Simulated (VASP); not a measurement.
# AlCo: single point with PBEsol

AlCo:

```
Al Co
1.0
     2.85650    0.00000    0.00000
     0.00000    2.85650    0.00000
     0.00000    0.00000    2.85650
Al Co
1 1
Direct
  0.00000 0.00000 0.00000
  0.50000 0.50000 0.50000
```

```yaml
Program: VASP 6.6.1
Task: single point
Functional: PBEsol
Potentials_or_basis: VASP PAW PBE potentials, release 64 (Al, Co)
Cutoff: 520 eV
k_mesh: 10 × 10 × 10
Occupations: fermi-dirac, width 0.1 eV
Spin: collinear spin, ferromagnetic start
Starting_moments: "[0.0, 2.5] μB"
```

```json
{
 "Pressure": "-6.2 GPa",
 "Band gap on the k mesh": "zero (filled and empty bands overlap)",
 "Net moment": "0.00 μB per cell",
 "Valence electrons inside the program's atomic spheres": "Al 0.82; Co 8.44"
}
```

Levels at points of the mesh, in eV from the Fermi level:
Spin up:
```csv
k point,band 4,band 5,band 6,band 7,band 8,band 9
"(0.00, 0.00, 0.00)",-0.75,-0.75,-0.75,5.99,5.99,5.99
"(0.50, 0.00, 0.00)",-1.62,-1.62,-0.64,0.21,8.47,10.60
"(0.50, 0.50, 0.00)",-2.59,-1.41,-1.41,-0.20,2.43,3.52
"(0.50, 0.50, 0.50)",-0.16,-0.16,2.43,2.43,2.43,4.14
```
Spin down:
```tsv
k point	band 4	band 5	band 6	band 7	band 8	band 9
(0.00, 0.00, 0.00)	-0.75	-0.75	-0.75	5.99	5.99	5.99
(0.50, 0.00, 0.00)	-1.62	-1.62	-0.64	0.22	8.47	10.60
(0.50, 0.50, 0.00)	-2.59	-1.41	-1.41	-0.20	2.44	3.52
(0.50, 0.50, 0.50)	-0.16	-0.16	2.43	2.43	2.43	4.14
```

It took 17 s on 1 thread of Intel(R) Xeon(R) 6975P-C (Granite Rapids) (shared host), peak memory 0.17 GiB.

Caveat: the starting moments collapsed, and a magnetic state may lie lower; the PAW data sets were made with another functional, which shifts forces and pressure a little.
